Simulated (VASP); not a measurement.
Wanted: the native input for a VASP 6.6.1 run.

| Item | Value |
| --- | --- |
| Task | single point |
| Functional | PBEsol |
| Potentials or basis | VASP PAW PBE potentials, release 64 (In_d, Sb) |
| Cutoff | 520 eV |
| k mesh | 10 × 10 × 10 |
| Occupations | gaussian, width 0.15 eV |
| Spin | no spin polarisation |
| Dipole correction | no |
| Further INCAR settings | ALGO = Normal; EDIFF = 1e-07; NBANDS = 22 |

The structure of InSb3 lies in POSCAR:

```
InSb3
1.0
    4.6590642432      0.0000000000      0.0000000000
    0.0000000000      4.6590642432      0.0000000000
    0.0000000000      0.0000000000      5.2600835306
In Sb
1 3
Direct
    0.0000000000      0.0000000000      0.0000000000
    0.5000000000      0.0000000000      0.5000000000
    0.0000000000      0.5000000000      0.5000000000
    0.5000000000      0.5000000000      0.0000000000
```

This cell differs from its parent crystal: volume 28.545 Å^3 an atom, c/a of the conventional cell 1.1290.

The input as run:

INCAR

```
SYSTEM = InSb3
ALGO     = Normal         ! electronic algorithm
EDIFF    = 1E-7           ! SCF threshold, eV
ENCUT    = 520            ! plane-wave cutoff, eV
GGA      = PS             ! functional
ISIF     = 2              ! what is computed and relaxed
ISMEAR   = 0              ! smearing method
LASPH    = .TRUE.         ! aspherical terms in the spheres
LCHARG   = .FALSE.        ! write CHGCAR
LREAL    = .FALSE.        ! projectors in reciprocal space
LWAVE    = .FALSE.        ! write WAVECAR
NBANDS   = 22             ! bands
NELM     = 100            ! most SCF steps
PREC     = Accurate       ! precision mode
SIGMA    = 0.15           ! smearing width, eV
```

KPOINTS

```
k-points
0
G
  10 10 10
  0 0 0
```

Potentials or basis: VASP PAW PBE potentials, release 64 (In_d, Sb).

Launch:

```console
$ cat potpaw_PBE.64/In_d/POTCAR potpaw_PBE.64/Sb/POTCAR > POTCAR
$ mpirun -np 1 vasp_std > vasp.out
```

Results of the run:

```
Pressure               : -3.8 GPa
Band gap on the k mesh : zero (band 14 reaches 9.68 eV, above the bottom of band 15 at 6.02 eV)
```

Caveat: the PAW data sets were made with another functional, which shifts forces and pressure a little; spin-orbit coupling is left out, which moves the levels of the heavy elements.

Run time: 3 min on 1 thread of Intel(R) Xeon(R) Platinum 8259CL CPU @ 2.50GHz (Skylake/Cascade Lake) (shared host), peak memory 0.43 GiB.
